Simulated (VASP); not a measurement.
# LiF (Fm-3m) in VASP: a series of runs

The runs below take LiF through relaxation of cell and atoms, with LDA.

All numbers are computed with VASP 6.6.1; they aren't measurements. Logs are shortened: lines on timing, memory, paths and dates and some standing lists are left out, and cuts for length are marked.

## 1. The cell of the first run

Symmetry: Fm-3m, No. 225, cubic system. The conventional cell has a = 3.909 Å, b = 3.909 Å, c = 3.909 Å, α = 90.00°, β = 90.00°, γ = 90.00°. Within 2.6 Å of Li (site symmetry m-3m) lie 6 F at 1.95 Å. Within 2.6 Å of F (site symmetry m-3m) lie 6 Li at 1.95 Å.

## 2. Relaxation of cell and atoms, LDA, target pressure 4 GPa, at which the enthalpy is minimised

INCAR

```
SYSTEM = LiF
PREC = Accurate
ENCUT = 600
EDIFF = 1E-6
ISMEAR = 0
SIGMA = 0.01
LREAL = .FALSE.
LASPH = .TRUE.
NELM = 80
ALGO = Normal
ISIF = 3
LWAVE = .FALSE.
LCHARG = .FALSE.
GGA = CA
IBRION = 2
NSW = 100
EDIFFG = -0.002
PSTRESS = 40.0
```

KPOINTS

```
Automatic mesh
0
G
  10 10 10
  0 0 0
```

POSCAR

```
LiF
1.0
    0.0000000000      1.9544663793      1.9544663793
    1.9544663793      0.0000000000      1.9544663793
    1.9544663793      1.9544663793      0.0000000000
Li F
1 1
Direct
    0.0000000000      0.0000000000      0.0000000000
    0.5000000000      0.5000000000      0.5000000000
```

Potentials or basis: VASP PAW LDA potentials, release 64 (Li_sv, F).

Launch:

```
$ cat potpaw_LDA.64/Li_sv/POTCAR potpaw_LDA.64/F/POTCAR > POTCAR
$ mpirun -np 1 vasp_std > vasp.out
```

OUTCAR:

```text
SYSTEM = LiF
   PREC = Accurate
   ENCUT = 600
   EDIFF = 1E-6
   ISMEAR = 0
   LREAL = .FALSE.
   LASPH = .TRUE.
   NELM = 80
   ISIF = 3
   GGA = CA
   IBRION = 2
   NSW = 100
   EDIFFG = -0.002
   PSTRESS = 40.0

 ion  position               nearest neighbor table
   1  0.000  0.000  0.000-   2 1.95   2 1.95   2 1.95   2 1.95   2 1.95   2 1.95
   2  0.500  0.500  0.500-   1 1.95   1 1.95   1 1.95   1 1.95   1 1.95   1 1.95

  LATTYP: Found a face centered cubic cell.
 ALAT       =     3.9089327586

  Lattice vectors:

 A1 = (   0.0000000000,   1.9544663793,   1.9544663793)
 A2 = (   1.9544663793,   0.0000000000,   1.9544663793)
 A3 = (   1.9544663793,   1.9544663793,   0.0000000000)

Analysis of symmetry for initial positions (statically):
=====================================================================
 Subroutine PRICEL returns:
 Original cell was already a primitive cell.

 Routine SETGRP: Setting up the symmetry group for a
 face centered cubic supercell.

 Subroutine GETGRP returns: Found 48 space group operations
[... 9 lines left out ...]

 Routine SETGRP: Setting up the symmetry group for a
 face centered cubic supercell.

 Subroutine GETGRP returns: Found 48 space group operations
[... 11 lines left out ...]
                                     Primitive cell

  volume of cell :      14.9319

  direct lattice vectors                    reciprocal lattice vectors
     0.000000000  1.954466379  1.954466379    -0.255824303  0.255824303  0.255824303
     1.954466379  0.000000000  1.954466379     0.255824303 -0.255824303  0.255824303
     1.954466379  1.954466379  0.000000000     0.255824303  0.255824303 -0.255824303

  length of vectors
     2.764032861  2.764032861  2.764032861     0.443100691  0.443100691  0.443100691

  position of ions in fractional coordinates (direct lattice)
     0.000000000  0.000000000  0.000000000
     0.500000000  0.500000000  0.500000000

  ion indices of the primitive-cell ions
   primitive index   ion index
                 1           1
                 2           2

----------------------------------------------------------------------------------------

 KPOINTS: Automatic mesh

Automatic generation of k-mesh.
 Grid dimensions read from file:
 generate k-points for:   10   10   10

 Generating k-lattice:

  Cartesian coordinates                     Fractional coordinates (reciprocal lattice)
    -0.025582430  0.025582430  0.025582430     0.100000000  0.000000000  0.000000000
     0.025582430 -0.025582430  0.025582430     0.000000000  0.100000000  0.000000000
[... 68 lines left out ...]
   PSTRESS=   40.0 pullay stress
   NELECT =      10.0000    total number of electrons
   NUPDOWN=      -1.0000    fix difference up-down
   EMIN   =  10.00;   EMAX   =-10.00  energy-range for DOS
   EFERMI =   0.00;   METHOD = LEGACY
   ISMEAR =     0;   SIGMA  =   0.01  broadening in eV -4-tet -1-fermi 0-gaus
   EFERMI_NEDOS =   21; number of points for ismear=-14 and -15
   IALGO  =     38    algorithm
   IMIX   =      4    mixing-type and parameters
     AMIX     =   0.40;   BMIX     =  1.00
     AMIX_MAG =   1.60;   BMIX_MAG =  1.00
  volume/ion in A,a.u.               =       7.47        50.38
  Fermi-wavevector in a.u.,A,eV,Ry     =   1.432309  2.706671 27.912464  2.051508
  Thomas-Fermi vector in A             =   2.551950
   LORBIT       =      0    0 simple, 1 ext, 2 COOP (PROOUT), +10 PAW based schemes
   GGA     = CA    functional components
   LHFCALC =     F    Hartree Fock is set to
   AEXX    =    0.0000 exact exchange contribution
   IVDW    =     0    specifies the selected vdW correction
   LEPSILON=     F    determine dielectric tensor
   LRPA    =     F    only Hartree local field effects (RPA)
 conjugate gradient relaxation of ions
 non-spin polarized calculation
 Gauss-broadening in eV      SIGMA  =   0.01
  energy-cutoff  :      600.00
  volume of cell :       14.93
 maximum number of plane-waves:       531
 NGX is ok and might be reduce to    24
   NGX = 11   NGY = 11   NGZ = 11

--------------------------------------- Ionic step        1  -------------------------------------------

 number of electron      10.0000006 magnetization

 Free energy of the ion-electron system (eV)
  ---------------------------------------------------
  ext. energy  EPLUGINS =         0.00000000
  ---------------------------------------------------
  free energy    TOTEN  =       -10.50226174 eV

  energy without entropy =      -10.50226174  energy(sigma->0) =      -10.50226174

------------------------ aborting loop because EDIFF is reached ----------------------------------------

  FORCE on cell =-STRESS in cart. coord.  units (eV):
  Direction    XX          YY          ZZ          XY          YZ          ZX
  --------------------------------------------------------------------------------------
  -------------------------------------------------------------------------------------
  Total       -0.0543913     -0.0543913     -0.0543913      0.0000000      0.0000000      0.0000000
  in kB       -5.8361329     -5.8361329     -5.8361329      0.0000000      0.0000000      0.0000000
  external PRESSURE =     -45.8361329 kB  Pullay stress =      40.0000000 kB
[... 101 lines left out ...]
--------------------------------------- Ionic step        4  -------------------------------------------

 number of electron      10.0000002 magnetization

 Free energy of the ion-electron system (eV)
  ---------------------------------------------------
  ext. energy  EPLUGINS =         0.00000000
  ---------------------------------------------------
  free energy    TOTEN  =       -10.49506917 eV

  energy without entropy =      -10.49506917  energy(sigma->0) =      -10.49506917

 E-fermi :  -0.2866     XC(G=0): -11.3817

 val. band max:       -0.3607522459   @ k =   0.0000   0.0000   0.0000
 cond. band min:       9.8402477778   @ k =   0.0000   0.0000   0.0000
 fundamental gap:     10.2010000238
 Fermi energy:        -0.2866111963

 k-point     1 :       0.0000    0.0000    0.0000
  band No.  band energies     occupation
      1     -39.8852      2.00000
      2     -20.3416      2.00000
      3      -0.3608      2.00000
      4      -0.3608      2.00000
      5      -0.3608      2.00000
      6       9.8402      0.00000
      7      24.9331      0.00000
      8      24.9331      0.00000
      9      24.9331      0.00000
[... 265 lines left out ...]
 k-point    24 :       0.4000    0.3000    0.0000
  band No.  band energies     occupation
      1     -39.7584      2.00000
      2     -19.6338      2.00000
      3      -3.2230      2.00000
      4      -1.4668      2.00000
      5      -1.3258      2.00000
      6      13.7393      0.00000
      7      16.8330      0.00000
      8      19.3158      0.00000
      9      20.8792      0.00000

 [... further k-points ...]
[... 5 lines left out ...]
  --------------------------------------------------------------------------------------
  -------------------------------------------------------------------------------------
  Total        0.3546449      0.3546449      0.3546449      0.0000000      0.0000000     -0.0000000
  in kB       39.9774114     39.9774114     39.9774114      0.0000000      0.0000000     -0.0000000
  external PRESSURE =      -0.0225886 kB  Pullay stress =      40.0000000 kB
[... 21 lines left out ...]
  energy  without entropy=      -10.4950691665  energy(sigma->0) =      -10.49506917

  enthalpy is  TOTEN    =       -10.1402238859 eV   P V=        0.3548452806

 reached required accuracy - stopping structural energy minimisation
```

Wall time 22 s (1 thread of Intel Xeon 8259CL, shared host); peak memory 0.12 GiB.

Results:

* Free energy: -10.4951 eV
* Relaxed volume: 7.11 Å³/atom
* Relaxed cell: a = 2.719 Å, b = 2.719 Å, c = 2.719 Å, α = 60.00°, β = 60.00°, γ = 60.00°
* Space group after relaxing (to 0.05 Å): Fm-3m (No. 225)
* Energy change on relaxing (the enthalpy is what falls): +3.6 meV/atom
* Ionic steps: 4
* Pressure after relaxing: 4.0 GPa
* Band gap on the k mesh: 10.20 eV, direct

Step by step:
```
step  energy change (eV)  largest force (eV/Å)  pressure (GPa)  volume (Å³)
   1              0.0000                0.0000           -0.58        14.93
   2              0.0022                0.0000            2.19        14.48
   3              0.0068                0.0000            3.88        14.23
   4              0.0072                0.0000            4.00        14.21
```

Final structure:
```
CELL_PARAMETERS angstrom
0.00000 1.92259 1.92259
1.92259 0.00000 1.92259
1.92259 1.92259 0.00000
ATOMIC_POSITIONS crystal
Li 0.00000 0.00000 0.00000
F 0.50000 0.50000 0.50000
```

Caveat: the cutoff is under 1.25 times the usual one of these potentials, so pressure, stress and relaxed cells hold a basis-set (Pulay) error; the cell is relaxed towards a set pressure, so the enthalpy falls and the energy may rise.

## 3. Relaxation of cell and atoms, LDA, target pressure 7 GPa, at which the enthalpy is minimised

INCAR

```
ALGO = Normal
EDIFF = 1E-7
EDIFFG = -0.002
ENCUT = 600
IBRION = 2
ISIF = 3
ISMEAR = 0
LASPH = True
LCHARG = False
LREAL = False
LWAVE = False
NELM = 80
NSW = 100
PREC = Accurate
PSTRESS = 70.0
SIGMA = 0.01
```

KPOINTS

```
k-points
0
Gamma
  10 10 10
```

POSCAR is that of step 2.

Potentials or basis: VASP PAW LDA potentials, release 64 (Li_sv, F).

Launch:

```
$ cat potpaw_LDA.64/Li_sv/POTCAR potpaw_LDA.64/F/POTCAR > POTCAR
$ mpirun -np 1 vasp_std > vasp.out
```

It took 26 s on 1 thread of Intel Xeon 8259CL, shared host; peak memory 0.13 GiB.

The run converged. Its results:

| Item | Value |
| --- | --- |
| Free energy | -10.4819 eV |
| Relaxed volume | 6.91 Å³/atom |
| Relaxed cell | a = 2.694 Å, b = 2.694 Å, c = 2.694 Å, α = 60.00°, β = 60.00°, γ = 60.00° |
| Space group after relaxing (to 0.05 Å) | Fm-3m (No. 225) |
| Energy change on relaxing (the enthalpy is what falls) | +10.2 meV/atom |
| Ionic steps | 4 |
| Pressure after relaxing | 7.0 GPa |
| Band gap on the k mesh | 10.50 eV, direct |

The path:
```csv
step,energy change (eV),largest force (eV/Å),pressure (GPa),volume (Å³)
1,0.0000,0.0000,-0.61,14.93
2,0.0081,0.0000,4.27,14.18
3,0.0194,0.0000,6.84,13.85
4,0.0203,0.0000,7.01,13.83
```

Final structure:
```cif
data_structure
_symmetry_space_group_name_H-M 'P 1'
_symmetry_Int_Tables_number 1
_cell_length_a 2.6942
_cell_length_b 2.6942
_cell_length_c 2.6942
_cell_angle_alpha 60.000
_cell_angle_beta 60.000
_cell_angle_gamma 60.000
_cell_volume 13.83
loop_
_atom_site_label
_atom_site_type_symbol
_atom_site_fract_x
_atom_site_fract_y
_atom_site_fract_z
_atom_site_occupancy
Li1 Li 0.00000 0.00000 0.00000 1
F1 F 0.50000 0.50000 0.50000 1
```

Levels at points of the mesh, in eV from the valence-band top:
```csv
k point,band 2,band 3,band 4,band 5,band 6,band 7,band 8,band 9
"(0.00, 0.00, 0.00)",-20.07,0.00,0.00,0.00,10.50,25.57,25.57,25.67
"(0.50, 0.00, 0.00)",-19.50,-3.12,-0.29,-0.29,11.27,18.45,19.71,19.71
"(0.50, 0.50, 0.00)",-19.05,-3.93,-1.31,-1.31,16.06,16.79,19.28,21.78
```

Caveat: the cutoff is under 1.25 times the usual one of these potentials, so pressure, stress and relaxed cells hold a basis-set (Pulay) error; the cell is relaxed towards a set pressure, so the enthalpy falls and the energy may rise. Zero-point motion and thermal expansion aren't in these numbers.

## 4. Relaxation of cell and atoms, LDA, target pressure 10 GPa, at which the enthalpy is minimised

INCAR

```
PREC = Accurate
ENCUT = 600
EDIFF = 1E-7
ISMEAR = 0
SIGMA = 0.01
LREAL = False
LASPH = True
NELM = 60
ALGO = Normal
ISIF = 3
LWAVE = False
LCHARG = False
IBRION = 2
NSW = 100
EDIFFG = -0.002
PSTRESS = 100.0
```

KPOINTS

```
regular mesh
0
Gamma
  10 10 10
```

POSCAR is that of step 3.

Launch:

```
$ cat potpaw_LDA.64/Li_sv/POTCAR potpaw_LDA.64/F/POTCAR > POTCAR
$ mpirun -np 1 vasp_std > vasp.out
```

Run time: 32 s. Hardware: 1 thread of Intel Xeon 8259CL, shared host; peak memory 0.13 GiB.

It converged, with:

- Free energy: -10.4642 eV
- Relaxed volume: 6.75 Å³/atom
- Relaxed cell: a = 2.672 Å, b = 2.672 Å, c = 2.672 Å, α = 60.00°, β = 60.00°, γ = 60.00°
- Space group after relaxing (to 0.05 Å): Fm-3m (No. 225)
- Energy change on relaxing (the enthalpy is what falls): +19.0 meV/atom
- Ionic steps: 5
- Pressure after relaxing: 10.0 GPa
- Band gap on the k mesh: 10.78 eV, direct

The path:
```csv
step,energy change (eV),largest force (eV/Å),pressure (GPa),volume (Å³)
1,0.0000,0.0000,-0.61,14.93
2,0.0178,0.0000,6.51,13.89
3,0.0367,0.0000,9.82,13.51
4,0.0384,0.0000,10.07,13.49
5,0.0381,0.0000,10.02,13.49
```

Final structure:
```yaml
crystal:
  lattice:
    - [0.00000, 1.88957, 1.88957]
    - [1.88957, 0.00000, 1.88957]
    - [1.88957, 1.88957, 0.00000]
  atoms:
    - { symbol: Li, position: [0.00000, 0.00000, 0.00000] }
    - { symbol: F, position: [0.50000, 0.50000, 0.50000] }
```

Levels at points of the mesh, in eV from the valence-band top:
| k point | band 2 | band 3 | band 4 | band 5 | band 6 | band 7 | band 8 | band 9 |
| --- | --- | --- | --- | --- | --- | --- | --- | --- |
| (0.00, 0.00, 0.00) | -20.15 | 0.00 | 0.00 | 0.00 | 10.78 | 25.82 | 25.82 | 25.82 |
| (0.50, 0.00, 0.00) | -19.57 | -3.21 | -0.30 | -0.30 | 11.41 | 18.77 | 19.91 | 19.91 |
| (0.50, 0.50, 0.00) | -19.09 | -4.06 | -1.36 | -1.36 | 16.32 | 16.89 | 19.62 | 22.09 |

Caveat: the cutoff is under 1.25 times the usual one of these potentials, so pressure, stress and relaxed cells hold a basis-set (Pulay) error; the cell is relaxed towards a set pressure, so the enthalpy falls and the energy may rise. Zero-point motion and thermal expansion aren't in these numbers.

## 5. Relaxation of cell and atoms, LDA, target pressure 15 GPa, at which the enthalpy is minimised

INCAR

```
SYSTEM = LiF
  ALGO = Normal
  EDIFF = 1E-6
  EDIFFG = -0.002
  ENCUT = 600
  IBRION = 2
  ISIF = 3
  ISMEAR = 0
  LASPH = .TRUE.
  LCHARG = .FALSE.
  LREAL = .FALSE.
  LWAVE = .FALSE.
  NELM = 100
  NSW = 100
  PREC = Accurate
  PSTRESS = 150.0
  SIGMA = 0.01
```

KPOINTS

```
k-points
0
G
  10 10 10
  0 0 0
```

POSCAR is that of step 4.

Launch:

```
$ cat potpaw_LDA.64/Li_sv/POTCAR potpaw_LDA.64/F/POTCAR > POTCAR
$ mpirun -np 1 vasp_std > vasp.out
```

Wall time 25 s (1 thread of Intel Xeon 8259CL, shared host); peak memory 0.13 GiB.

It converged, with:

```
Free energy                                            : -10.4271 eV
Relaxed volume                                         : 6.51 Å³/atom
Relaxed cell                                           : a = 2.640 Å, b = 2.640 Å, c = 2.640 Å, α = 60.00°, β = 60.00°, γ = 60.00°
Space group after relaxing (to 0.05 Å)                 : Fm-3m (No. 225)
Energy change on relaxing (the enthalpy is what falls) : +37.6 meV/atom
Ionic steps                                            : 5
Pressure after relaxing                                : 15.0 GPa
Band gap on the k mesh                                 : 11.20 eV, direct
```

Step by step:
| step | energy change (eV) | largest force (eV/Å) | pressure (GPa) | volume (Å³) |
| --- | --- | --- | --- | --- |
| 1 | 0.0000 | 0.0000 | -0.58 | 14.93 |
| 2 | 0.0430 | 0.0000 | 10.78 | 13.42 |
| 3 | 0.0723 | 0.0000 | 14.67 | 13.05 |
| 4 | 0.0757 | 0.0000 | 15.06 | 13.01 |
| 5 | 0.0752 | 0.0000 | 15.03 | 13.02 |

Final structure:
```
Li F
1.0
     0.00000    1.86699    1.86699
     1.86699    0.00000    1.86699
     1.86699    1.86699    0.00000
Li F
1 1
Direct
  0.00000 0.00000 0.00000
  0.50000 0.50000 0.50000
```

Levels at points of the mesh, in eV from the valence-band top:
```tsv
k point	band 3	band 4	band 5	band 6	band 7	band 8
(0.00, 0.00, 0.00)	0.00	0.00	0.00	11.20	26.19	26.19
(0.50, 0.00, 0.00)	-3.34	-0.32	-0.32	11.62	19.26	20.19
(0.50, 0.50, 0.00)	-4.27	-1.43	-1.43	16.72	17.05	20.12
```

Caveat: the cutoff is under 1.25 times the usual one of these potentials, so pressure, stress and relaxed cells hold a basis-set (Pulay) error; the cell is relaxed towards a set pressure, so the enthalpy falls and the energy may rise.

## 6. The runs side by side

| cell | gap on the mesh (eV) | pressure (GPa) |
| --- | --- | --- |
| relaxed to 4 GPa | 10.20 | 4.0 |
| relaxed to 7 GPa | 10.50 | 7.0 |
| relaxed to 10 GPa | 10.78 | 10.0 |
| relaxed to 15 GPa | 11.20 | 15.0 |

Alike in all rows: task relaxation of cell and atoms; level LDA; potentials or basis VASP PAW LDA potentials, release 64 (Li_sv, F); no spin polarisation; k mesh 10 × 10 × 10; cutoff (eV) 600; smearing gaussian 0.01 eV.

Caveats: the cutoff is under 1.25 times the usual one of these potentials, so pressure, stress and relaxed cells hold a basis-set (Pulay) error; the cell is relaxed towards a set pressure, so the enthalpy falls and the energy may rise.

Total energies depend on the potentials used, so only differences within one code and one set of settings carry meaning.
